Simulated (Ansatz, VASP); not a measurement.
**SnSe: VASP beside Ansatz**

```
Sn Se
1.0
     7.83776    0.00000    0.00000
     0.00000    7.83776    0.00000
     0.00000    0.00000    7.83776
Sn Se
4 4
Direct
  0.87500 0.87500 0.87500
  0.62500 0.12500 0.37500
  0.12500 0.37500 0.62500
  0.37500 0.62500 0.12500
  0.37500 0.37500 0.37500
  0.12500 0.62500 0.87500
  0.62500 0.87500 0.12500
  0.87500 0.12500 0.62500
```

Alike in both runs: functional PBE; k mesh 6 × 6 × 6; occupations gaussian, width 0.01 eV; no spin polarisation.

Ansatz relaxed the structure, and its values are those at the end. VASP's run is a single point on that final structure, the one shown.

|  | VASP | Ansatz |
| --- | --- | --- |
| version | VASP 6.6.1 | Ansatz 0.2.0 |
| potentials or method | VASP PAW PBE potentials, release 64 (Sn_d, Se), cutoff 520 eV | scalar-relativistic, plane waves, PAW |
| valence electrons in the cell | 80 | 120 |

Ansatz gave:

```
gap on the k mesh at the Fermi level (eV) : 0.11
least direct gap on the mesh (eV)         : 0.16
pressure (GPa)                            : 0.0
```

Task: What did VASP give for the same quantities?

Result: gap on the k mesh at the Fermi level (eV): 0.10; least direct gap on the mesh (eV): 0.16; pressure (GPa): 0.0.

VASP's potentials hold 80 valence electrons a cell and Ansatz's 120, so a difference there can come from the potentials and not from the codes. Ansatz's warnings: xc potential rough in thin density.
